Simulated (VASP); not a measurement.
Here is a VASP 6.6.1 calculation.

INCAR

```
SYSTEM = WSe2
  PREC = Accurate
  ENCUT = 520
  EDIFF = 1E-7
  ISMEAR = 0
  SIGMA = 0.05
  LREAL = .False.
  LASPH = .True.
  NELM = 150
  ALGO = Normal
  ISIF = 2
  LWAVE = .False.
  LCHARG = .False.
  ISPIN = 2
  MAGMOM = 0.05 0.05 0 0 0 0
  LORBIT = 11
  LMAXMIX = 4
  GGA = PE
  NBANDS = 39
```

File KPOINTS:

```
regular mesh
0
Gamma
  10 10 2
  0 0 0
```

The input POSCAR:

```
WSe2
1.0
    3.3206726644      0.0000000000      0.0000000000
   -1.6603363322      2.8757868850      0.0000000000
    0.0000000000      0.0000000000     15.2692400593
W Se
2 4
Direct
    0.3333333333      0.6666666667      0.2500000000
    0.6666666667      0.3333333333      0.7500000000
    0.3333333333      0.6666666667      0.6400904823
    0.6666666667      0.3333333333      0.1400904823
    0.3333333333      0.6666666667      0.8599095177
    0.6666666667      0.3333333333      0.3599095177
```

Potentials or basis: VASP PAW PBE potentials, release 64 (W_sv, Se).

Run with:

```console
$ cat potpaw_PBE.64/W_sv/POTCAR potpaw_PBE.64/Se/POTCAR > POTCAR
$ mpirun -np 1 vasp_std > vasp.out
```

Task: What does it give for the pressure?

Result: 0.2 GPa.

Task: What does it give for the band gap on the k mesh?

Result: 1.64 eV (least direct gap 1.81 eV).

Stress tensor (GPa, compression positive):
```
0.22 0.00 0.00
0.00 0.22 0.00
0.00 0.00 0.31
```

Caveat: spin-orbit coupling is left out, which moves the levels of the heavy elements; this functional lacks dispersion, which binds the layers, so the pressure and a relaxed spacing across them are unreliable.

**The experiment to reproduce.**

“Time-resolved XUV ARPES with tunable 24–33 eV laser pulses at 30 meV resolution”, 2019, pmc:6684652 reports, for a bulk crystal of WSe2: band gap 1.3 eV (indirect).

Measured gap of WSe2: 1.3 eV (indirect; “Time-resolved XUV ARPES with tunable 24–33 eV laser pulses at 30 meV resolution”, 2019, pmc:6684652). This calculation gives 1.64 eV (+0.34 eV). Spin-orbit coupling on Se, W is left out. The value is that of PBE on a finite k mesh, which can miss the band edges, without temperature or zero-point motion.
